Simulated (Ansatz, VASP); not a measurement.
## Ge: VASP beside Ansatz

```
Ge
1.0
     3.99759    0.00000    0.00000
    -1.99879    3.46201    0.00000
     0.00000    0.00000    6.59938
Ge
4
Cartesian
  0.0000 2.3080 6.1843
  1.9988 1.1540 2.8846
  0.0000 2.3080 3.7148
  1.9988 1.1540 0.4151
```

Alike in both runs: task relaxation of cell and atoms; functional PBEsol; dispersion D3(BJ); k mesh 8 × 8 × 4; occupations fermi-dirac, width 0.05 eV; no spin polarisation.

|  | VASP | Ansatz |
| --- | --- | --- |
| version | VASP 6.6.1 | Ansatz 0.2.0 |
| potentials or method | VASP PAW PBE potentials, release 64 (Ge_d) | Ansatz PAW |
| plane-wave cutoff (eV) | 600 | 420 |
| valence electrons in the cell | 56 | 56 |

Ansatz gave:

| Quantity | Value |
| --- | --- |
| gap on the k mesh at the Fermi level, each at its own relaxed structure (eV) | none |
| relaxed volume (Å³/atom) | 22.20 |
| relaxed cell length with the largest relative difference (Å) | 6.526 |

Problem. Which values does VASP return?

Solution. gap on the k mesh at the Fermi level, each at its own relaxed structure (eV): none; relaxed volume (Å³/atom): 22.20; relaxed cell length with the largest relative difference (Å): 6.529.

VASP's potentials were made for PBE, not for PBEsol. A gap of «none» marks a metal or a gap that the smearing closes.

Noted on Ansatz's run: the plane-wave basis is chosen anew once the cell has moved, so the energies of steps on either side of that aren't comparable.
